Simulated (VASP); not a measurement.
# P in VASP: further runs

Runs on P. Level: PBEsol. Tasks: single point.

Program: VASP 6.6.1. These are calculated values, not measurements. Logs are shortened: lines on timing, memory, paths and dates and some standing lists are left out, and cuts for length are marked.

## 1. The cell of the first run

The cell holds a slab with vacuum, 4 atoms: a = 3.185 Å, b = 33.811 Å, c = 4.493 Å, α = 90.00°, β = 90.00°, γ = 90.00°.

## 2. Single point, PBEsol (strain -0.030 along x and y, -0.030 along z)

Contents of INCAR:

```
PREC = Accurate ; ENCUT = 520
EDIFF = 1E-6 ; ISMEAR = 0
SIGMA = 0.05 ; LREAL = F
LASPH = T ; NELM = 60
ALGO = Normal ; ISIF = 2
LWAVE = F ; LCHARG = F
GGA = PS ; NBANDS = 18
```

Contents of KPOINTS:

```
Automatic mesh
0
Gamma
  8 1 6
```

Contents of POSCAR:

```
P
1.0
    3.1852158884      0.0000000000      0.0000000000
    0.0000000000     33.8113200603      0.0000000000
    0.0000000000      0.0000000000      4.4931221687
P
4
Direct
    0.0000000000      0.9702614300      0.5921507200
    0.0000000000      0.0297385700      0.4078492800
    0.5000000000      0.0297385700      0.0921507200
    0.5000000000      0.9702614300      0.9078492800
```

Potentials or basis: VASP PAW PBE potentials, release 64 (P).

Launch:

```sh
> cat potpaw_PBE.64/P/POTCAR > POTCAR
> mpirun -np 1 vasp_std > vasp.out
```

OUTCAR:

```text
PREC = Accurate
   ENCUT = 520
   EDIFF = 1E-6
   ISMEAR = 0
   LREAL = F
   LASPH = T
   NELM = 60
   ISIF = 2
   GGA = PS

 ion  position               nearest neighbor table
   1  0.000  0.970  0.592-   4 2.13   4 2.13   2 2.17
   2  0.000  0.030  0.408-   3 2.13   3 2.13   1 2.17
   3  0.500  0.030  0.092-   2 2.13   2 2.13   4 2.17
   4  0.500  0.970  0.908-   1 2.13   1 2.13   3 2.17

  LATTYP: Found a simple orthorhombic cell.
 ALAT       =     3.1852158884
 B/A-ratio  =     1.4106177811
 C/A-ratio  =    10.6150795566

  Lattice vectors:

 A1 = (  -3.1852158884,   0.0000000000,   0.0000000000)
 A2 = (   0.0000000000,   0.0000000000,   4.4931221687)
 A3 = (   0.0000000000,  33.8113200603,   0.0000000000)

Analysis of symmetry for initial positions (statically):
=====================================================================
 Subroutine PRICEL returns:
 Original cell was already a primitive cell.

 Routine SETGRP: Setting up the symmetry group for a
 simple orthorhombic supercell.

 Subroutine GETGRP returns: Found  8 space group operations
 (whereof  4 operations were pure point group operations)
 out of a pool of  8 trial point group operations.

The static configuration has the point symmetry C_2h.
 The point group associated with its full space group is D_2h.

Analysis of symmetry for dynamics (positions and initial velocities):
=====================================================================
 Subroutine PRICEL returns:
 Original cell was already a primitive cell.

 Routine SETGRP: Setting up the symmetry group for a
 simple orthorhombic supercell.

 Subroutine GETGRP returns: Found  8 space group operations
 (whereof  4 operations were pure point group operations)
 out of a pool of  8 trial point group operations.

The dynamic configuration has the point symmetry C_2h.
 The point group associated with its full space group is D_2h.

 Subroutine INISYM returns: Found  8 space group operations
 (whereof  4 operations are pure point group operations),
 and found     1 'primitive' translations

----------------------------------------------------------------------------------------

                                     Primitive cell

  volume of cell :     483.8929

  direct lattice vectors                    reciprocal lattice vectors
     3.185215888  0.000000000  0.000000000     0.313950462  0.000000000  0.000000000
     0.000000000 33.811320060  0.000000000     0.000000000  0.029575893  0.000000000
     0.000000000  0.000000000  4.493122169     0.000000000  0.000000000  0.222562388

  length of vectors
     3.185215888 33.811320060  4.493122169     0.313950462  0.029575893  0.222562388

  position of ions in fractional coordinates (direct lattice)
     0.000000000  0.970261430  0.592150720
     0.000000000  0.029738570  0.407849280
     0.500000000  0.029738570  0.092150720
     0.500000000  0.970261430  0.907849280

  ion indices of the primitive-cell ions
   primitive index   ion index
                 1           1
                 2           2
                 3           3
                 4           4

----------------------------------------------------------------------------------------

 KPOINTS: Automatic mesh

Automatic generation of k-mesh.
 Grid dimensions read from file:
 generate k-points for:    8    1    6

 Generating k-lattice:

  Cartesian coordinates                     Fractional coordinates (reciprocal lattice)
     0.039243808  0.000000000  0.000000000     0.125000000  0.000000000  0.000000000
     0.000000000  0.029575893  0.000000000     0.000000000  1.000000000  0.000000000
     0.000000000  0.000000000  0.037093731     0.000000000  0.000000000  0.166666667

  Length of vectors
     0.039243808  0.029575893  0.037093731

  Shift w.r.t. Gamma in fractional coordinates (k-lattice)
     0.000000000  0.000000000  0.000000000

 Subroutine IBZKPT returns following result:
 ===========================================

 Found     20 irreducible k-points:

 Following reciprocal coordinates:
            Coordinates               Weight
  0.000000  0.000000  0.000000      1.000000
  0.125000  0.000000  0.000000      2.000000
  0.250000  0.000000  0.000000      2.000000
  0.375000  0.000000  0.000000      2.000000
  0.500000  0.000000  0.000000      1.000000
  0.000000  0.000000  0.166667      2.000000
[... 12 lines left out ...]
  0.375000  0.000000  0.500000      2.000000
  0.500000  0.000000  0.500000      1.000000
   k-points           NKPTS =     20   k-points in BZ     NKDIM =     20   number of bands    NBANDS=     18
   number of dos      NEDOS =    301   number of ions     NIONS =      4
   total plane-waves  NPLWV = 217728
   dimension x,y,z NGX =    24 NGY =  252 NGZ =   36
   dimension x,y,z NGXF=    48 NGYF=  504 NGZF=   72
   ions per type =               4
   NGX,Y,Z   is equivalent  to a cutoff of  12.53, 12.39, 13.32 a.u.
   NGXF,Y,Z  is equivalent  to a cutoff of  25.05, 24.78, 26.64 a.u.
 SYSTEM =  unknown system
   PREC   = accura    normal or accurate (medium, high low for compatibility)
   ISTART =      0    job   : 0-new  1-cont  2-samecut
   ICHARG =      2    charge: 1-file 2-atom 10-const
   ISPIN  =      1    spin polarized calculation?
   LNONCOLLINEAR =      F non collinear calculations
   LSORBIT =      F    spin-orbit coupling
   LASPH  =      T    aspherical Exc in radial PAW
   ENCUT  =  520.0 eV  38.22 Ry    6.18 a.u.   5.92 62.87  8.35*2*pi/ulx,y,z
   NELM   =     60;   NELMIN=  2; NELMDL= -5     # of ELM steps
   EDIFF  = 0.1E-05   stopping-criterion for ELM
   LREAL  =      F    real-space projection
   EDIFFG = 0.1E-04   stopping-criterion for IOM
   NSW    =      0    number of steps for IOM
   IBRION =     -1    ionic relax: 0-MD 1-quasi-New 2-CG
   NFREE  =      0    steps in history (QN), initial steepest desc. (CG)
   ISIF   =      2    stress and relaxation
   ISYM   =      2    0-nonsym 1-usesym 2-fastsym
   POTIM  = 0.5000    time-step for ionic-motion
   TEBEG  =    0.0;   TEEND  =   0.0 temperature during run
   PSTRESS=    0.0 pullay stress
   NELECT =      20.0000    total number of electrons
   NUPDOWN=      -1.0000    fix difference up-down
   EMIN   =  10.00;   EMAX   =-10.00  energy-range for DOS
   EFERMI =   0.00;   METHOD = LEGACY
   ISMEAR =     0;   SIGMA  =   0.05  broadening in eV -4-tet -1-fermi 0-gaus
   EFERMI_NEDOS =   21; number of points for ismear=-14 and -15
   IALGO  =     38    algorithm
   IMIX   =      4    mixing-type and parameters
     AMIX     =   0.40;   BMIX     =  1.00
     AMIX_MAG =   1.60;   BMIX_MAG =  1.00
  volume/ion in A,a.u.               =     120.97       816.37
  Fermi-wavevector in a.u.,A,eV,Ry     =   0.566024  1.069631  4.359082  0.320384
  Thomas-Fermi vector in A             =   1.604248
   LORBIT       =      0    0 simple, 1 ext, 2 COOP (PROOUT), +10 PAW based schemes
   GGA     = PS    functional components
   LHFCALC =     F    Hartree Fock is set to
   AEXX    =    0.0000 exact exchange contribution
   IVDW    =     0    specifies the selected vdW correction
   LEPSILON=     F    determine dielectric tensor
   LRPA    =     F    only Hartree local field effects (RPA)
 non-spin polarized calculation
 Gauss-broadening in eV      SIGMA  =   0.05
  energy-cutoff  :      520.00
  volume of cell :      483.89
 maximum number of plane-waves:     13106
 NGX is ok and might be reduce to    24
   NGX = 11   NGY =125   NGZ = 17

 number of electron      19.9999996 magnetization

 Free energy of the ion-electron system (eV)
  ---------------------------------------------------
  ext. energy  EPLUGINS =         0.00000000
  ---------------------------------------------------
  free energy    TOTEN  =       -22.65613115 eV

  energy without entropy =      -22.65613115  energy(sigma->0) =      -22.65613115

 E-fermi :  -2.9222     XC(G=0):  -1.8483

 val. band max:       -3.1971191760   @ k =   0.1250   0.0000   0.0000
 cond. band min:      -2.3978927715   @ k =   0.0000   0.0000   0.0000
 fundamental gap:      0.7992264044
 Fermi energy:        -2.9221506338

 k-point     1 :       0.0000    0.0000    0.0000
  band No.  band energies     occupation
      1     -19.1488      2.00000
      2     -16.3906      2.00000
      3     -12.7667      2.00000
      4      -9.5181      2.00000
      5      -8.3836      2.00000
      6      -7.6856      2.00000
[... 10 lines left out ...]
     17       1.7613      0.00000
     18       1.9050      0.00000

 k-point     2 :       0.1250    0.0000    0.0000
  band No.  band energies     occupation
      1     -18.9456      2.00000
      2     -16.1807      2.00000
      3     -12.8187      2.00000
      4      -9.3644      2.00000
      5      -8.2000      2.00000
      6      -8.0236      2.00000
[... 10 lines left out ...]
     17       1.9927      0.00000
     18       2.1136      0.00000

 k-point     3 :       0.2500    0.0000    0.0000
  band No.  band energies     occupation
      1     -18.3417      2.00000
      2     -15.5537      2.00000
      3     -13.2913      2.00000
      4      -9.2937      2.00000
      5      -9.2565      2.00000
      6      -8.9517      2.00000
[... 10 lines left out ...]
     17       2.2249      0.00000
     18       2.6848      0.00000

 k-point     4 :       0.3750    0.0000    0.0000
  band No.  band energies     occupation
      1     -17.3573      2.00000
      2     -14.5438      2.00000
      3     -14.5180      2.00000
      4     -11.3094      2.00000
      5      -9.3059      2.00000
      6      -8.5341      2.00000
[... 10 lines left out ...]
     17       3.1187      0.00000
     18       3.2324      0.00000

 k-point     5 :       0.5000    0.0000    0.0000
  band No.  band energies     occupation
      1     -16.0433      2.00000
      2     -16.0433      2.00000
      3     -13.0907      2.00000
      4     -13.0907      2.00000
      5      -8.7314      2.00000
      6      -8.7314      2.00000
[... 10 lines left out ...]
     17       3.4919      0.00000
     18       3.4919      0.00000

 k-point     6 :       0.0000    0.0000    0.1667
  band No.  band energies     occupation
      1     -19.0024      2.00000
      2     -16.6057      2.00000
      3     -12.8292      2.00000
      4     -10.0540      2.00000
      5      -7.7363      2.00000
      6      -7.5955      2.00000
[... 10 lines left out ...]
     17       1.9669      0.00000
     18       2.1660      0.00000

 k-point     7 :       0.1250    0.0000    0.1667
  band No.  band energies     occupation
      1     -18.8001      2.00000
      2     -16.4021      2.00000
      3     -12.8247      2.00000
      4      -9.9307      2.00000
      5      -8.2861      2.00000
      6      -7.6084      2.00000
[... 10 lines left out ...]
     17       1.7617      0.00000
     18       2.1984      0.00000

 k-point     8 :       0.2500    0.0000    0.1667
  band No.  band energies     occupation
      1     -18.1994      2.00000
      2     -15.8052      2.00000
      3     -13.1220      2.00000
      4      -9.9457      2.00000
      5      -9.5228      2.00000
      6      -8.6449      2.00000
[... 10 lines left out ...]
     17       2.6960      0.00000
     18       2.8212      0.00000
[... 145 lines left out ...]
     17       3.1050      0.00000
     18       3.1050      0.00000

 k-point    16 :       0.0000    0.0000    0.5000
  band No.  band energies     occupation
      1     -17.9330      2.00000
      2     -17.9330      2.00000
      3     -12.0593      2.00000
      4     -12.0593      2.00000
      5      -6.3906      2.00000
      6      -6.3906      2.00000
[... 10 lines left out ...]
     17       2.6377      0.00000
     18       2.6377      0.00000

 k-point    17 :       0.1250    0.0000    0.5000
  band No.  band energies     occupation
      1     -17.7360      2.00000
      2     -17.7360      2.00000
      3     -11.9489      2.00000
      4     -11.9489      2.00000
      5      -7.4950      2.00000
      6      -7.4950      2.00000
[... 10 lines left out ...]
     17       2.9027      0.00000
     18       2.9027      0.00000

 k-point    18 :       0.2500    0.0000    0.5000
  band No.  band energies     occupation
      1     -17.1584      2.00000
      2     -17.1584      2.00000
      3     -11.8736      2.00000
      4     -11.8736      2.00000
      5      -9.2523      2.00000
      6      -9.2523      2.00000
[... 10 lines left out ...]
     17       3.5406      0.00000
     18       3.5406      0.00000

 k-point    19 :       0.3750    0.0000    0.5000
  band No.  band energies     occupation
      1     -16.2736      2.00000
      2     -16.2736      2.00000
      3     -12.7611      2.00000
      4     -12.7611      2.00000
      5      -9.4466      2.00000
      6      -9.4466      2.00000
[... 10 lines left out ...]
     17       3.5722      0.00000
     18       3.5722      0.00000

 k-point    20 :       0.5000    0.0000    0.5000
  band No.  band energies     occupation
      1     -15.5938      2.00000
      2     -15.5938      2.00000
      3     -13.6391      2.00000
      4     -13.6391      2.00000
      5      -8.7155      2.00000
      6      -8.7155      2.00000
[... 10 lines left out ...]
     17       3.3321      0.00000
     18       3.3321      0.00000

------------------------ aborting loop because EDIFF is reached ----------------------------------------

  FORCE on cell =-STRESS in cart. coord.  units (eV):
  Direction    XX          YY          ZZ          XY          YZ          ZX
  --------------------------------------------------------------------------------------
  -------------------------------------------------------------------------------------
  Total        4.5815011      2.9512828      3.6346996      0.0000000      0.0000000      0.0000000
  in kB       15.1694260      9.7717462     12.0345507      0.0000000      0.0000000      0.0000000
  external PRESSURE =      12.3252409 kB  Pullay stress =       0.0000000 kB

 VOLUME and BASIS-vectors are now :
 -----------------------------------------------------------------------------
  energy-cutoff  :      520.00
  volume of cell :      483.89
      direct lattice vectors                 reciprocal lattice vectors
     3.185215888  0.000000000  0.000000000     0.313950462  0.000000000  0.000000000
     0.000000000 33.811320060  0.000000000     0.000000000  0.029575893  0.000000000
     0.000000000  0.000000000  4.493122169     0.000000000  0.000000000  0.222562388

 POSITION                                       TOTAL-FORCE (eV/Angst)
 -----------------------------------------------------------------------------------
      0.00000     32.80582      2.66061         0.000000     -0.738013     -0.839462
      0.00000      1.00550      1.83252        -0.000000      0.738013      0.839462
      1.59261      1.00550      0.41404        -0.000000      0.738013     -0.839462
      1.59261     32.80582      4.07908        -0.000000     -0.738013      0.839462
 -----------------------------------------------------------------------------------
    total drift:                               -0.000000      0.000000     -0.000000

  FREE ENERGIE OF THE ION-ELECTRON SYSTEM (eV)
  ---------------------------------------------------
  free  energy   TOTEN  =       -22.6561311466 eV

  energy  without entropy=      -22.6561311466  energy(sigma->0) =      -22.65613115
```

Wall time 4.4 min (1 thread of Oxide Virtual Turin-like, shared host); peak memory 0.5 GiB.

What came out:

| Quantity | Value |
| --- | --- |
| Free energy | -22.6561 eV |
| Largest force | 1.118 eV/Å |
| Band gap on the k mesh | 0.80 eV, indirect (least direct gap 0.86 eV) |

Forces in eV/Å, atoms in the order of the input:
```
P    0.000 -0.738 -0.839
P    0.000  0.738  0.839
P    0.000  0.738 -0.839
P    0.000 -0.738  0.839
```

Levels at points of the mesh, in eV from the valence-band top:
```
           k point  band 8  band 9  band 10  band 11  band 12  band 13
(0.00, 0.00, 0.00)   -1.96   -1.91    -0.06     0.80     1.46     2.85
(0.50, 0.00, 0.00)   -2.97   -2.20    -2.20     1.12     1.12     2.11
(0.00, 0.00, 0.50)   -2.85   -1.49    -1.49     2.22     2.22     3.85
(0.50, 0.00, 0.50)   -4.89   -1.16    -1.16     2.29     2.29     3.90
```

Caveat: the cell differs from its parent crystal (strain -0.030 along x and y, -0.030 along z); the PAW data sets were made with another functional, which shifts forces and pressure a little.

[end of part 1 of 2]
